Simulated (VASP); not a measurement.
# TiTe2 (P-3m1) in VASP: notebook

TiTe2 is run at these levels: PBE+D3(BJ); tasks: single point.

All numbers are computed with VASP 6.6.1; they aren't measurements. Logs are shortened: lines on timing, memory, paths and dates and some standing lists are left out, and cuts for length are marked.

## (1) The cell of the first run

The structure is trigonal, space group P-3m1 (No. 164). Conventional cell: a = 3.545 Å, b = 3.545 Å, c = 6.099 Å, α = 90.00°, β = 90.00°, γ = 120.00°. Within 3.6 Å of Ti (site symmetry -3m) lie 6 Te at 2.69 Å and 6 Ti at 3.55 Å. Within 3.6 Å of Te (site symmetry 3m) lie 3 Ti at 2.69 Å and 9 Te at 3.32 to 3.55 Å.

## (2) Single point, PBE+D3(BJ)

Input file INCAR:

```
PREC = Accurate
ENCUT = 520
EDIFF = 1E-6
ISMEAR = 0
SIGMA = 0.03
LREAL = False
LASPH = True
NELM = 100
ALGO = Normal
ISIF = 2
LWAVE = False
LCHARG = False
GGA = PE
IVDW = 12
NBANDS = 19
```

Input file KPOINTS:

```
Automatic mesh
0
Gamma
  12 12 8
```

Input file POSCAR:

```
TiTe2
1.0
    3.5451619420      0.0000000000      0.0000000000
   -1.7725809710      3.0702003023      0.0000000000
    0.0000000000      0.0000000000      6.0990044158
Ti Te
1 2
Direct
    0.0000000000      0.0000000000      0.0000000000
    0.3333333333      0.6666666667      0.2853606030
    0.6666666667      0.3333333333      0.7146393970
```

Potentials or basis: VASP PAW PBE potentials, release 64 (Ti_sv, Te).

Launch:

```bash
cat potpaw_PBE.64/Ti_sv/POTCAR potpaw_PBE.64/Te/POTCAR > POTCAR
mpirun -np 1 vasp_std > vasp.out
```

OUTCAR:

```text
PREC = Accurate
   ENCUT = 520
   EDIFF = 1E-6
   ISMEAR = 0
   LREAL = False
   LASPH = True
   NELM = 100
   ISIF = 2
   GGA = PE
   IVDW = 12
 IVDW          = 12

 ion  position               nearest neighbor table
   1  0.000  0.000  0.000-   2 2.69   3 2.69   2 2.69   3 2.69   3 2.69   2 2.69
   2  0.333  0.667  0.285-   1 2.69   1 2.69   1 2.69   3 3.32   3 3.32   3 3.32
   3  0.667  0.333  0.715-   1 2.69   1 2.69   1 2.69   2 3.32   2 3.32   2 3.32

  LATTYP: Found a hexagonal cell.
 ALAT       =     3.5451619420
 C/A-ratio  =     1.7203739958

  Lattice vectors:

 A1 = (   3.5451619420,   0.0000000000,   0.0000000000)
 A2 = (  -1.7725809710,   3.0702003023,   0.0000000000)
 A3 = (   0.0000000000,   0.0000000000,   6.0990044158)

Analysis of symmetry for initial positions (statically):
=====================================================================
 Subroutine PRICEL returns:
 Original cell was already a primitive cell.

 Routine SETGRP: Setting up the symmetry group for a
 hexagonal supercell.

 Subroutine GETGRP returns: Found 12 space group operations
 (whereof 12 operations were pure point group operations)
 out of a pool of 24 trial point group operations.

The static configuration has the point symmetry D_3d.

Analysis of symmetry for dynamics (positions and initial velocities):
=====================================================================
 Subroutine PRICEL returns:
 Original cell was already a primitive cell.

 Routine SETGRP: Setting up the symmetry group for a
 hexagonal supercell.

 Subroutine GETGRP returns: Found 12 space group operations
 (whereof 12 operations were pure point group operations)
 out of a pool of 24 trial point group operations.

The dynamic configuration has the point symmetry D_3d.

 Subroutine INISYM returns: Found 12 space group operations
 (whereof 12 operations are pure point group operations),
 and found     1 'primitive' translations

----------------------------------------------------------------------------------------

                                     Primitive cell

  volume of cell :      66.3837

  direct lattice vectors                    reciprocal lattice vectors
     3.545161942  0.000000000  0.000000000     0.282074561  0.162855824  0.000000000
    -1.772580971  3.070200302  0.000000000     0.000000000  0.325711648  0.000000000
     0.000000000  0.000000000  6.099004416     0.000000000  0.000000000  0.163961186

  length of vectors
     3.545161942  3.545161942  6.099004416     0.325711648  0.325711648  0.163961186

  position of ions in fractional coordinates (direct lattice)
     0.000000000  0.000000000  0.000000000
     0.333333333  0.666666667  0.285360603
     0.666666667  0.333333333  0.714639397

  ion indices of the primitive-cell ions
   primitive index   ion index
                 1           1
                 2           2
                 3           3

----------------------------------------------------------------------------------------

 KPOINTS: Automatic mesh

Automatic generation of k-mesh.
 Grid dimensions read from file:
 generate k-points for:   12   12    8

 Generating k-lattice:

  Cartesian coordinates                     Fractional coordinates (reciprocal lattice)
     0.023506213  0.013571319  0.000000000     0.083333333  0.000000000  0.000000000
     0.000000000  0.027142637  0.000000000     0.000000000  0.083333333  0.000000000
     0.000000000  0.000000000  0.020495148     0.000000000  0.000000000  0.125000000

  Length of vectors
     0.027142637  0.027142637  0.020495148

  Shift w.r.t. Gamma in fractional coordinates (k-lattice)
     0.000000000  0.000000000  0.000000000

 Subroutine IBZKPT returns following result:
 ===========================================

 Found    131 irreducible k-points:

 Following reciprocal coordinates:
            Coordinates               Weight
  0.000000  0.000000  0.000000      1.000000
  0.083333 -0.000000  0.000000      6.000000
  0.166667 -0.000000  0.000000      6.000000
  0.250000 -0.000000  0.000000      6.000000
  0.333333  0.000000  0.000000      6.000000
  0.416667 -0.000000  0.000000      6.000000
[... 16 lines left out ...]
  0.166667 -0.000000  0.125000      6.000000
  0.000000  0.166667  0.125000      6.000000
 [... further k-points ...]
   k-points           NKPTS =    131   k-points in BZ     NKDIM =    131   number of bands    NBANDS=     19
   number of dos      NEDOS =    301   number of ions     NIONS =      3
   total plane-waves  NPLWV =  37632
   dimension x,y,z NGX =    28 NGY =   28 NGZ =   48
   dimension x,y,z NGXF=    56 NGYF=   56 NGZF=   96
   ions per type =               1   2
   NGX,Y,Z   is equivalent  to a cutoff of  13.13, 13.13, 13.08 a.u.
   NGXF,Y,Z  is equivalent  to a cutoff of  26.26, 26.26, 26.17 a.u.
 SYSTEM =  unknown system
   PREC   = accura    normal or accurate (medium, high low for compatibility)
   ISTART =      0    job   : 0-new  1-cont  2-samecut
   ICHARG =      2    charge: 1-file 2-atom 10-const
   ISPIN  =      1    spin polarized calculation?
   LNONCOLLINEAR =      F non collinear calculations
   LSORBIT =      F    spin-orbit coupling
   LASPH  =      T    aspherical Exc in radial PAW
   ENCUT  =  520.0 eV  38.22 Ry    6.18 a.u.   6.59  6.59 11.34*2*pi/ulx,y,z
   NELM   =    100;   NELMIN=  2; NELMDL= -5     # of ELM steps
   EDIFF  = 0.1E-05   stopping-criterion for ELM
   LREAL  =      F    real-space projection
   EDIFFG = 0.1E-04   stopping-criterion for IOM
   NSW    =      0    number of steps for IOM
   IBRION =     -1    ionic relax: 0-MD 1-quasi-New 2-CG
   NFREE  =      0    steps in history (QN), initial steepest desc. (CG)
   ISIF   =      2    stress and relaxation
   ISYM   =      2    0-nonsym 1-usesym 2-fastsym
   POTIM  = 0.5000    time-step for ionic-motion
   TEBEG  =    0.0;   TEEND  =   0.0 temperature during run
   PSTRESS=    0.0 pullay stress
   NELECT =      24.0000    total number of electrons
   NUPDOWN=      -1.0000    fix difference up-down
   EMIN   =  10.00;   EMAX   =-10.00  energy-range for DOS
   EFERMI =   0.00;   METHOD = LEGACY
   ISMEAR =     0;   SIGMA  =   0.03  broadening in eV -4-tet -1-fermi 0-gaus
   EFERMI_NEDOS =   21; number of points for ismear=-14 and -15
   IALGO  =     38    algorithm
   IMIX   =      4    mixing-type and parameters
     AMIX     =   0.40;   BMIX     =  1.00
     AMIX_MAG =   1.60;   BMIX_MAG =  1.00
  volume/ion in A,a.u.               =      22.13       149.33
  Fermi-wavevector in a.u.,A,eV,Ry     =   1.166249  2.203891 18.505788  1.360137
  Thomas-Fermi vector in A             =   2.302765
   LORBIT       =      0    0 simple, 1 ext, 2 COOP (PROOUT), +10 PAW based schemes
   GGA     = PE    functional components
   LHFCALC =     F    Hartree Fock is set to
   AEXX    =    0.0000 exact exchange contribution
   IVDW    =    12    specifies the selected vdW correction
   LEPSILON=     F    determine dielectric tensor
   LRPA    =     F    only Hartree local field effects (RPA)
 non-spin polarized calculation
 Gauss-broadening in eV      SIGMA  =   0.03
  energy-cutoff  :      520.00
  volume of cell :       66.38
 maximum number of plane-waves:      1823
 NGX is ok and might be reduce to    28
   NGX = 13   NGY = 13   NGZ = 23

 number of electron      24.0000000 magnetization

 Free energy of the ion-electron system (eV)
  ---------------------------------------------------
  ext. energy  EPLUGINS =         0.00000000
  ---------------------------------------------------
  free energy    TOTEN  =       -15.73529415 eV

  energy without entropy =      -15.73491500  energy(sigma->0) =      -15.73510457

 E-fermi :   9.3903     XC(G=0): -10.8212

 val. band max:        9.3890161839   @ k =   0.0000   0.1667   0.1250
 cond. band min:       9.3998716701   @ k =   0.0000   0.1667   0.2500
 fundamental gap:      0.0108554862
 Fermi energy:         9.3902931867

 k-point     1 :       0.0000    0.0000    0.0000
  band No.  band energies     occupation
      1     -47.7113      2.00000
      2     -23.9906      2.00000
      3     -23.9899      2.00000
      4     -23.9899      2.00000
      5      -4.3506      2.00000
      6      -2.0008      2.00000
[... 11 lines left out ...]
     18      14.8214      0.00000
     19      16.7411      0.00000

 k-point     2 :       0.0833   -0.0000    0.0000
  band No.  band energies     occupation
      1     -47.7107      2.00000
      2     -23.9958      2.00000
      3     -23.9912      2.00000
      4     -23.9891      2.00000
      5      -4.2512      2.00000
      6      -1.9454      2.00000
[... 11 lines left out ...]
     18      15.4540      0.00000
     19      17.0675      0.00000

 k-point     3 :       0.1667   -0.0000    0.0000
  band No.  band energies     occupation
      1     -47.7093      2.00000
      2     -24.0121      2.00000
      3     -23.9949      2.00000
      4     -23.9851      2.00000
      5      -3.9585      2.00000
      6      -1.7886      2.00000
[... 11 lines left out ...]
     18      15.6135      0.00000
     19      17.2023      0.00000

 k-point     4 :       0.2500   -0.0000    0.0000
  band No.  band energies     occupation
      1     -47.7074      2.00000
      2     -24.0342      2.00000
      3     -23.9999      2.00000
      4     -23.9796      2.00000
      5      -3.4912      2.00000
      6      -1.5654      2.00000
[... 407 lines left out ...]
     18      15.4973      0.00000
     19      16.8629      0.00000

 k-point    23 :       0.1667   -0.0000    0.1250
  band No.  band energies     occupation
      1     -47.7093      2.00000
      2     -24.0121      2.00000
      3     -23.9949      2.00000
      4     -23.9851      2.00000
      5      -3.9061      2.00000
      6      -1.9175      2.00000
[... 11 lines left out ...]
     18      15.8431      0.00000
     19      17.1635      0.00000

 k-point    24 :       0.0000    0.1667    0.1250
  band No.  band energies     occupation
      1     -47.7093      2.00000
      2     -24.0121      2.00000
      3     -23.9949      2.00000
      4     -23.9851      2.00000
      5      -3.9117      2.00000
      6      -1.9015      2.00000
[... 11 lines left out ...]
     18      15.3781      0.00000
     19      16.5076      0.00000

 [... further k-points ...]

------------------------ aborting loop because EDIFF is reached ----------------------------------------

 Edisp (eV)   -1.78572

 E8    (eV) :    -0.8255

  FORCE on cell =-STRESS in cart. coord.  units (eV):
  Direction    XX          YY          ZZ          XY          YZ          ZX
  --------------------------------------------------------------------------------------
  -------------------------------------------------------------------------------------
  Total       3.27775     3.27775     3.27900     0.00000     0.00000     0.00000
  in kB      79.10868    79.10868    79.13886     0.00000     0.00000     0.00000
  external pressure =       79.12 kB  Pullay stress =        0.00 kB

 VOLUME and BASIS-vectors are now :
 -----------------------------------------------------------------------------
  energy-cutoff  :      520.00
  volume of cell :       66.38
      direct lattice vectors                 reciprocal lattice vectors
     3.545161942  0.000000000  0.000000000     0.282074561  0.162855824  0.000000000
    -1.772580971  3.070200302  0.000000000     0.000000000  0.325711648  0.000000000
     0.000000000  0.000000000  6.099004416     0.000000000  0.000000000  0.163961186

 POSITION                                       TOTAL-FORCE (eV/Angst)
 -----------------------------------------------------------------------------------
      0.00000      0.00000      0.00000        -0.000000      0.000000      0.000000
     -0.00000      2.04680      1.74042        -0.000000     -0.000000      0.011688
      1.77258      1.02340      4.35859         0.000000      0.000000     -0.011688
 -----------------------------------------------------------------------------------
    total drift:                               -0.000000     -0.000000     -0.000000

  FREE ENERGIE OF THE ION-ELECTRON SYSTEM (eV)
  ---------------------------------------------------
  free  energy   TOTEN  =       -17.5210187947 eV

  energy  without entropy=      -17.5206396445  energy(sigma->0) =      -17.52082922
```

Run time: 4.4 min. Hardware: 1 thread of Intel Xeon 8259CL, shared host; peak memory 0.31 GiB.

What came out:

```yaml
Free_energy: -17.5210 eV
Pressure: 7.9 GPa
Largest_force: 0.012 eV/Å
Band_gap_on_the_k_mesh: zero (bands 12 and 13 overlap by 0.94 eV)
Dispersion_energy_per_atom: -0.595 eV
```

Forces in eV/Å, atoms in the order of the input:
```
Ti   0.000  0.000  0.000
Te   0.000  0.000  0.012
Te   0.000  0.000 -0.012
```

Levels at points of the mesh, in eV from the Fermi level:
| k point | band 10 | band 11 | band 12 | band 13 | band 14 | band 15 |
| --- | --- | --- | --- | --- | --- | --- |
| (0.00, 0.00, 0.00) | 0.05 | 0.55 | 0.55 | 1.23 | 1.72 | 1.72 |
| (0.50, 0.00, 0.00) | -2.79 | -1.70 | -1.40 | -0.16 | 1.59 | 1.93 |
| (0.00, 0.00, 0.50) | -1.40 | 0.52 | 0.52 | 0.96 | 0.96 | 1.38 |
| (0.50, 0.00, 0.50) | -2.35 | -0.73 | -0.66 | -0.17 | 1.58 | 2.01 |

Caveat: the cell stands under pressure; spin-orbit coupling is left out, which moves the levels of the heavy elements.

## (3) Single point, PBE+D3(BJ)

This run uses another cell than the first one, of 22.69 Å³/atom.

Input file INCAR:

```
ALGO = Normal ; EDIFF = 1E-6
ENCUT = 520 ; GGA = PE
ISIF = 2 ; ISMEAR = 0
IVDW = 12 ; LASPH = T
LCHARG = F ; LREAL = F
LWAVE = F ; NBANDS = 19
NELM = 60 ; PREC = Accurate
SIGMA = 0.03
```

Input file KPOINTS:

```
k-points
0
Gamma
  12 12 8
```

Input file POSCAR:

```
TiTe2
1.0
    3.5767486430      0.0000000000      0.0000000000
   -1.7883743215      3.0975551878      0.0000000000
    0.0000000000      0.0000000000      6.1434237583
Ti Te
1 2
Direct
    0.0000000000      0.0000000000      0.0000000000
    0.3333333333      0.6666666667      0.2830613989
    0.6666666667      0.3333333333      0.7169386011
```

Potentials or basis: VASP PAW PBE potentials, release 64 (Ti_sv, Te).

Launch:

```bash
cat potpaw_PBE.64/Ti_sv/POTCAR potpaw_PBE.64/Te/POTCAR > POTCAR
mpirun -np 1 vasp_std > vasp.out
```

It took 4.2 min on 1 thread of Intel Xeon 8259CL, shared host; peak memory 0.31 GiB.

The run converged. Its results:

| Property | Result |
| --- | --- |
| Free energy | -17.5935 eV |
| Pressure | 5.9 GPa |
| Largest force | 0.012 eV/Å |
| Band gap on the k mesh | zero (bands 12 and 13 overlap by 0.90 eV) |
| Dispersion energy per atom | -0.580 eV |

Forces in eV/Å, atoms in the order of the input:
```
Ti   0.000  0.000  0.000
Te   0.000  0.000  0.012
Te   0.000  0.000 -0.012
```

Levels at points of the mesh, in eV from the Fermi level:
| k point | band 8 | band 9 | band 10 | band 11 | band 12 | band 13 | band 14 | band 15 | band 16 | band 17 |
| --- | --- | --- | --- | --- | --- | --- | --- | --- | --- | --- |
| (0.00, 0.00, 0.00) | -1.57 | -1.57 | 0.11 | 0.53 | 0.53 | 1.15 | 1.63 | 1.63 | 3.17 | 3.17 |
| (0.50, 0.00, 0.00) | -4.38 | -3.24 | -2.73 | -1.70 | -1.35 | -0.12 | 1.53 | 1.89 | 2.57 | 3.94 |
| (0.00, 0.00, 0.50) | -3.32 | -1.41 | -1.41 | 0.51 | 0.51 | 0.94 | 0.94 | 1.33 | 4.05 | 4.05 |
| (0.50, 0.00, 0.50) | -5.65 | -2.86 | -2.28 | -0.76 | -0.59 | -0.22 | 1.53 | 1.93 | 2.56 | 3.81 |

Caveat: the cell stands under pressure; spin-orbit coupling is left out, which moves the levels of the heavy elements.

(Continued in part 2 of 2.)
